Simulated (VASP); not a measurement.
# KBr (Pm-3m) in VASP: a series of runs

Aim: see how the results for KBr move with the level of theory and the settings. Levels: PBEsol, LDA, r2SCAN. Tasks: relaxation of cell and atoms.

All numbers are computed with VASP 6.6.1; they aren't measurements. Logs are shortened: lines on timing, memory, paths and dates and some standing lists are left out, and cuts for length are marked.

### Step 1. The cell of the first run

The structure is cubic, space group Pm-3m (No. 221). Conventional cell: a = 4.039 Å, b = 4.039 Å, c = 4.039 Å, α = 90.00°, β = 90.00°, γ = 90.00°. Within 4.6 Å of K (site symmetry m-3m) lie 8 Br at 3.50 Å and 6 K at 4.04 Å. Br (site symmetry m-3m) has 8 K at 3.50 Å and 6 Br at 4.04 Å within 4.6 Å.

### Step 2. Relaxation of cell and atoms, PBEsol

Contents of INCAR:

```
SYSTEM = KBr
PREC     = Accurate       ! precision mode
ENCUT    = 600            ! plane-wave cutoff, eV
EDIFF    = 1E-6           ! SCF threshold, eV
ISMEAR   = -1             ! smearing method
SIGMA    = 0.02           ! smearing width, eV
LREAL    = .False.        ! projectors in reciprocal space
LASPH    = .True.         ! aspherical terms in the spheres
NELM     = 60             ! most SCF steps
ALGO     = Normal         ! electronic algorithm
ISIF     = 3              ! what is computed and relaxed
LWAVE    = .False.        ! write WAVECAR
LCHARG   = .False.        ! write CHGCAR
GGA      = PS             ! functional
IBRION   = 2              ! ionic algorithm
NSW      = 80             ! ionic steps
EDIFFG   = -0.005         ! ionic threshold
```

Contents of KPOINTS:

```
regular mesh
0
Gamma
  6 6 6
  0 0 0
```

Contents of POSCAR:

```
KBr
1.0
    4.0391634345      0.0000000000      0.0000000000
    0.0000000000      4.0391634345      0.0000000000
    0.0000000000      0.0000000000      4.0391634345
K Br
1 1
Direct
    0.0000000000      0.0000000000      0.0000000000
    0.5000000000      0.5000000000      0.5000000000
```

Potentials or basis: VASP PAW PBE potentials, release 64 (K_sv, Br).

Started as:

```console
$ cat potpaw_PBE.64/K_sv/POTCAR potpaw_PBE.64/Br/POTCAR > POTCAR
$ mpirun -np 1 vasp_std > vasp.out
```

OUTCAR:

```text
SYSTEM = KBr
   PREC = Accurate
   ENCUT = 600
   EDIFF = 1E-6
   ISMEAR = -1
   LREAL = .False.
   LASPH = .True.
   NELM = 60
   ISIF = 3
   GGA = PS
   IBRION = 2
   NSW = 80
   EDIFFG = -0.005

 ion  position               nearest neighbor table
   1  0.000  0.000  0.000-
   2  0.500  0.500  0.500-

  LATTYP: Found a simple cubic cell.
 ALAT       =     4.0391634345

  Lattice vectors:

 A1 = (   4.0391634345,   0.0000000000,   0.0000000000)
 A2 = (   0.0000000000,   4.0391634345,   0.0000000000)
 A3 = (   0.0000000000,   0.0000000000,   4.0391634345)

Analysis of symmetry for initial positions (statically):
=====================================================================
 Subroutine PRICEL returns:
 Original cell was already a primitive cell.

 Routine SETGRP: Setting up the symmetry group for a
 simple cubic supercell.

 Subroutine GETGRP returns: Found 48 space group operations
 (whereof 48 operations were pure point group operations)
 out of a pool of 48 trial point group operations.

The static configuration has the point symmetry O_h .

Analysis of symmetry for dynamics (positions and initial velocities):
=====================================================================
 Subroutine PRICEL returns:
 Original cell was already a primitive cell.

 Routine SETGRP: Setting up the symmetry group for a
 simple cubic supercell.

 Subroutine GETGRP returns: Found 48 space group operations
 (whereof 48 operations were pure point group operations)
 out of a pool of 48 trial point group operations.

The dynamic configuration has the point symmetry O_h .

 Subroutine INISYM returns: Found 48 space group operations
 (whereof 48 operations are pure point group operations),
 and found     1 'primitive' translations

----------------------------------------------------------------------------------------

                                     Primitive cell

  volume of cell :      65.8983

  direct lattice vectors                    reciprocal lattice vectors
     4.039163434  0.000000000  0.000000000     0.247576018  0.000000000  0.000000000
     0.000000000  4.039163434  0.000000000     0.000000000  0.247576018  0.000000000
     0.000000000  0.000000000  4.039163434     0.000000000  0.000000000  0.247576018

  length of vectors
     4.039163434  4.039163434  4.039163434     0.247576018  0.247576018  0.247576018
[... 84 lines left out ...]
   POTIM  = 0.5000    time-step for ionic-motion
   TEBEG  =    0.0;   TEEND  =   0.0 temperature during run
   PSTRESS=    0.0 pullay stress
   NELECT =      16.0000    total number of electrons
   NUPDOWN=      -1.0000    fix difference up-down
   EMIN   =  10.00;   EMAX   =-10.00  energy-range for DOS
   EFERMI =   0.00;   METHOD = LEGACY
   ISMEAR =    -1;   SIGMA  =   0.02  broadening in eV -4-tet -1-fermi 0-gaus
   EFERMI_NEDOS =   21; number of points for ismear=-14 and -15
   IALGO  =     38    algorithm
   IMIX   =      4    mixing-type and parameters
     AMIX     =   0.40;   BMIX     =  1.00
     AMIX_MAG =   1.60;   BMIX_MAG =  1.00
  volume/ion in A,a.u.               =      32.95       222.35
  Fermi-wavevector in a.u.,A,eV,Ry     =   1.021308  1.929992 14.191829  1.043070
  Thomas-Fermi vector in A             =   2.154926
   LORBIT       =      0    0 simple, 1 ext, 2 COOP (PROOUT), +10 PAW based schemes
   GGA     = PS    functional components
   LHFCALC =     F    Hartree Fock is set to
   AEXX    =    0.0000 exact exchange contribution
   IVDW    =     0    specifies the selected vdW correction
   LEPSILON=     F    determine dielectric tensor
   LRPA    =     F    only Hartree local field effects (RPA)
 conjugate gradient relaxation of ions
 non-spin polarized calculation
  energy-cutoff  :      600.00
  volume of cell :       65.90
 maximum number of plane-waves:      2272
   NGX = 17   NGY = 17   NGZ = 17

--------------------------------------- Ionic step        1  -------------------------------------------

 number of electron      15.9999998 magnetization

 Free energy of the ion-electron system (eV)
  ---------------------------------------------------
  ext. energy  EPLUGINS =         0.00000000
  ---------------------------------------------------
  free energy    TOTEN  =        -6.34541038 eV

  energy without entropy =       -6.34541038  energy(sigma->0) =       -6.34541038

------------------------ aborting loop because EDIFF is reached ----------------------------------------

  FORCE on cell =-STRESS in cart. coord.  units (eV):
  Direction    XX          YY          ZZ          XY          YZ          ZX
  --------------------------------------------------------------------------------------
  -------------------------------------------------------------------------------------
  Total       -0.4778760     -0.4778760     -0.4778760     -0.0000000     -0.0000000      0.0000000
  in kB      -11.6185399    -11.6185399    -11.6185399     -0.0000000     -0.0000000      0.0000000
  external PRESSURE =     -11.6185399 kB  Pullay stress =       0.0000000 kB
[... 23 lines left out ...]
--------------------------------------- Ionic step        2  -------------------------------------------

 number of electron      15.9999995 magnetization

 E-fermi :  -0.2132     XC(G=0):  -8.1692

 val. band max:       -0.6652311701   @ k =   0.5000   0.5000   0.0000
 cond. band min:       3.1504447747   @ k =   0.0000   0.0000   0.0000
 fundamental gap:      3.8156759448
 Fermi energy:        -0.2132031734

 k-point     1 :       0.0000    0.0000    0.0000
  band No.  band energies     occupation
      1     -29.0941      2.00000
      2     -13.5408      2.00000
      3     -12.5797      2.00000
      4     -12.5797      2.00000
      5     -12.5797      2.00000
      6      -0.9434      2.00000
      7      -0.9434      2.00000
      8      -0.9434      2.00000
      9       3.1504      0.00000
     10       5.0309      0.00000
     11       5.0309      0.00000
     12       9.0687      0.00000
[... 354 lines left out ...]
--------------------------------------- Ionic step        4  -------------------------------------------

 number of electron      16.0000000 magnetization

 Free energy of the ion-electron system (eV)
  ---------------------------------------------------
  ext. energy  EPLUGINS =         0.00000000
  ---------------------------------------------------
  free energy    TOTEN  =        -6.36423179 eV

  energy without entropy =       -6.36423179  energy(sigma->0) =       -6.36423179

 E-fermi :   0.0773     XC(G=0):  -8.3517

 val. band max:       -0.4478699343   @ k =   0.5000   0.5000   0.0000
 cond. band min:       3.4976274929   @ k =   0.0000   0.0000   0.0000
 fundamental gap:      3.9454974272
 Fermi energy:         0.0773071565

 k-point     1 :       0.0000    0.0000    0.0000
  band No.  band energies     occupation
      1     -28.8257      2.00000
      2     -13.4164      2.00000
      3     -12.3082      2.00000
      4     -12.3082      2.00000
      5     -12.3082      2.00000
      6      -0.7403      2.00000
      7      -0.7403      2.00000
      8      -0.7403      2.00000
      9       3.4976      0.00000
     10       5.1817      0.00000
     11       5.1817      0.00000
     12       9.3663      0.00000
[... 312 lines left out ...]
  FREE ENERGIE OF THE ION-ELECTRON SYSTEM (eV)
  ---------------------------------------------------
  free  energy   TOTEN  =        -6.3642317910 eV

  energy  without entropy=       -6.3642317910  energy(sigma->0) =       -6.36423179

 reached required accuracy - stopping structural energy minimisation
```

OSZICAR:

```text
N       E                     dE             d eps       ncg     rms          rms(c)
DAV:   1     0.109764002297E+03    0.10976E+03   -0.76658E+03   480   0.132E+03
DAV:   2     0.492424954133E+00   -0.10927E+03   -0.10172E+03   544   0.284E+02
DAV:   3    -0.629544772383E+01   -0.67879E+01   -0.67529E+01   632   0.662E+01
[... 34 lines left out ...]
DAV:   2    -0.636449811666E+01    0.11559E-02   -0.25461E-03   588   0.488E-01    0.921E-02
DAV:   3    -0.636421407762E+01    0.28404E-03   -0.89436E-04   748   0.252E-01    0.712E-02
DAV:   4    -0.636422626071E+01   -0.12183E-04   -0.42196E-05   840   0.351E-02    0.254E-02
DAV:   5    -0.636423180657E+01   -0.55459E-05   -0.21477E-05   892   0.273E-02    0.527E-03
DAV:   6    -0.636423179100E+01    0.15571E-07   -0.31051E-07   312   0.655E-03
   4 F= -.63642318E+01 E0= -.63642318E+01  d E =-.188214E-01
```

Wall time 42 s (1 thread of Intel Xeon Platinum 8488C (Sapphire Rapids), shared host); peak memory 0.19 GiB.

What came out:

```yaml
Free_energy: -6.3642 eV
Relaxed_volume: 30.53 Å³/atom
Relaxed_cell: a = 3.938 Å, b = 3.938 Å, c = 3.938 Å, α = 90.00°, β = 90.00°, γ = 90.00°
Space_group_after_relaxing_to_0.05_Å: Pm-3m (No. 221)
Energy_gained_by_relaxing: 9.4 meV/atom
Ionic_steps: 4
Pressure_after_relaxing: 0.0 GPa
Band_gap_on_the_k_mesh: 3.95 eV, indirect (least direct gap 4.24 eV)
```

Step by step:
```
step  energy change (eV)  largest force (eV/Å)  pressure (GPa)  volume (Å³)
   1              0.0000                0.0000           -1.16        65.90
   2             -0.0131                0.0000           -0.69        63.65
   3             -0.0188                0.0000           -0.06        61.30
   4             -0.0188                0.0000            0.01        61.06
```

Final structure:
```
CELL_PARAMETERS angstrom
3.93786 0.00000 0.00000
0.00000 3.93786 0.00000
0.00000 0.00000 3.93786
ATOMIC_POSITIONS crystal
K 0.00000 0.00000 0.00000
Br 0.50000 0.50000 0.50000
```

Levels at points of the mesh, in eV from the valence-band top:
```
           k point  band 5  band 6  band 7  band 8  band 9  band 10  band 11  band 12
(0.00, 0.00, 0.00)  -11.86   -0.29   -0.29   -0.29    3.95     5.63     5.63     9.81
(0.50, 0.00, 0.00)  -11.68   -2.24   -0.28   -0.28    6.62     7.09     7.99     8.78
(0.50, 0.50, 0.00)  -11.81   -1.57   -1.57    0.00    5.10     6.45     8.03     8.03
(0.50, 0.50, 0.50)  -12.00   -1.66   -1.66   -1.66    7.43     7.43     7.43     9.68
```

Caveat: the PAW data sets were made with another functional, which shifts forces and pressure a little.

(Continued in part 2 of 2.)
